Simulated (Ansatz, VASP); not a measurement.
## One calculation of Cu, two programs

```
Cu
1.0
     0.00000    1.81441    1.81441
     1.81441    0.00000    1.81441
     1.81441    1.81441    0.00000
Cu
1
Direct
  0.00000 0.00000 0.00000
```

Alike in both runs: functional PBE; k mesh 20 × 20 × 20; occupations gaussian, width 0.1 eV; no spin polarisation.

Ansatz relaxed the structure, and its values are those at the end. VASP's run is a single point on that final structure, the one shown.

```csv
,VASP,Ansatz
version,VASP 6.6.1,Ansatz 0.2.0
potentials or method,"VASP PAW PBE potentials, release 64 (Cu), cutoff 520 eV","scalar-relativistic, plane waves, PAW"
valence electrons in the cell,11,19
```

```tsv
	VASP	Ansatz	Ansatz less VASP
gap on the k mesh at the Fermi level (eV)	none	none	-
pressure (GPa)	0.6	0.0	-0.57
```

A gap of «none» marks a metal or a gap that the smearing closes. VASP's potentials hold 11 valence electrons a cell and Ansatz's 19, so a difference there can come from the potentials and not from the codes.
